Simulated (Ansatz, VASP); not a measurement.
## Fe: VASP beside Ansatz

INCAR

```
PREC     = Accurate       # precision mode
ENCUT    = 520            # plane-wave cutoff, eV
EDIFF    = 1E-7           # SCF threshold, eV
ISMEAR   = 0              # smearing method
SIGMA    = 0.05           # smearing width, eV
LREAL    = False          # projectors in reciprocal space
LASPH    = True           # aspherical terms in the spheres
NELM     = 150            # most SCF steps
ALGO     = Fast           # electronic algorithm
ISIF     = 2              # what is computed and relaxed
LWAVE    = False          # write WAVECAR
LCHARG   = False          # write CHGCAR
ISPIN    = 2              # spin polarisation
MAGMOM   = 2.5 2.5        # initial moments
LORBIT   = 11             # projections on sites
LMAXMIX  = 4              # l up to which the mixer works
GGA      = CA             # functional
NBANDS   = 19             # bands
```

Contents of KPOINTS:

```
Automatic mesh
0
Gamma
  16 16 10
```

Contents of POSCAR:

```
Fe
1.0
    1.3748523950     -1.3748523950      1.3748523950
   -1.3748523950      1.3748523950      1.3748523950
   -2.7497047900     -2.7497047900      0.0000000000
Fe
2
Direct
    0.0000000000      0.0000000000      0.0000000000
    0.5000000000      0.5000000000      0.5000000000
```

Input for Ansatz:

```yaml
crystal:
  lattice:
    - [1.374852395, -1.374852395, 1.374852395]
    - [-1.374852395, 1.374852395, 1.374852395]
    - [-2.74970479, -2.74970479, 0.0]
  atoms:
    - { symbol: Fe, position: [0.0, 0.0, 0.0], spin: 2.5 }
    - { symbol: Fe, position: [0.5, 0.5, 0.5], spin: 2.5 }
basis:
  ecutwfc: 420
  ecutrho_ratio: 4
kpoints:
  mp_grid: { grid: [16, 16, 10] }
hamiltonian:
  xc: lda
scf:
  occupations: { method: gaussian, width: 0.05 }
  lower_state_search: "off"
output:
  forces: true
  stress: true
  eigenvalues: true
  populations: true
magnetization:
  spin_polarized: true
```

Alike in both runs: task single point; functional LDA; k mesh 16 × 16 × 10; occupations gaussian, width 0.05 eV; collinear spin.

```csv
,VASP,Ansatz
version,VASP 6.6.1,Ansatz 0.2.0
potentials or method,"VASP PAW LDA potentials, release 64 (Fe), cutoff 520 eV","scalar-relativistic, plane waves, PAW"
valence electrons in the cell,16,32
```

```tsv
	VASP	Ansatz	Ansatz less VASP
gap on the k mesh at the Fermi level (eV)	none	none	-
pressure (GPa)	-0.9	0.0	+0.84
traceless stress, the component that is largest in VASP (GPa)	0.37	0.40	+0.024
net moment per atom (μB)	1.95	1.98	+0.028
size of the moment on the site where the two differ most (μB)	1.92	1.98	+0.061
```

LDA's correlation is that of Perdew and Zunger in VASP and of Perdew and Wang (1992) in Ansatz. Site moments also hang on the region over which each program counts them. A gap of «none» marks a metal or a gap that the smearing closes. VASP's potentials hold 16 valence electrons a cell and Ansatz's 32, so a difference there can come from the potentials and not from the codes.
